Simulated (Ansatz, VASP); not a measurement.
One calculation of AlN, two programs

```
CELL_PARAMETERS angstrom
5.99403 -0.02395 -0.25246
-0.02395 5.46490 0.18296
-0.25246 0.18296 5.99512
ATOMIC_POSITIONS crystal
Al 0.93639 0.53572 0.41223
Al 0.72139 0.06432 0.56615
Al 0.60407 0.54685 0.76173
Al 0.82506 0.22997 0.03690
Al 0.24779 0.19069 0.77195
Al 0.58930 0.84972 0.21110
Al 0.35178 0.40980 0.19346
Al 0.25756 0.00278 0.39825
Al 0.05951 0.81129 0.97185
N 0.00811 0.86812 0.46008
N 0.59395 0.18833 0.28677
N 0.78725 0.78654 0.99482
N 0.85291 0.37606 0.64838
N 0.35075 0.72132 0.12707
N 0.27839 0.31393 0.49293
N 0.15058 0.19012 0.03922
N 0.57238 0.79143 0.50984
N 0.53665 0.26865 0.86288
```

Alike in both runs: task single point; functional PBEsol; k mesh 3 × 4 × 3; occupations fermi-dirac, width 0.3275 eV; no spin polarisation.

|  | VASP | Ansatz |
| --- | --- | --- |
| version | VASP 6.6.1 | Ansatz 0.2.0 |
| potentials or method | VASP PAW PBE potentials, release 64 (Al, N), cutoff 520 eV | scalar-relativistic, plane waves, PAW |
| valence electrons in the cell | 72 | 72 |

VASP gave:

- gap on the k mesh at the Fermi level (eV): none
- rms of the force components (eV/Å): 2.376

What did Ansatz give for the same quantities?

gap on the k mesh at the Fermi level (eV): none; rms of the force components (eV/Å): 2.343.

VASP's potentials were made for PBE, not for PBEsol. Atom by atom the forces differ by 0.038 eV/Å (rms over components). A gap of «none» marks a metal or a gap that the smearing closes.
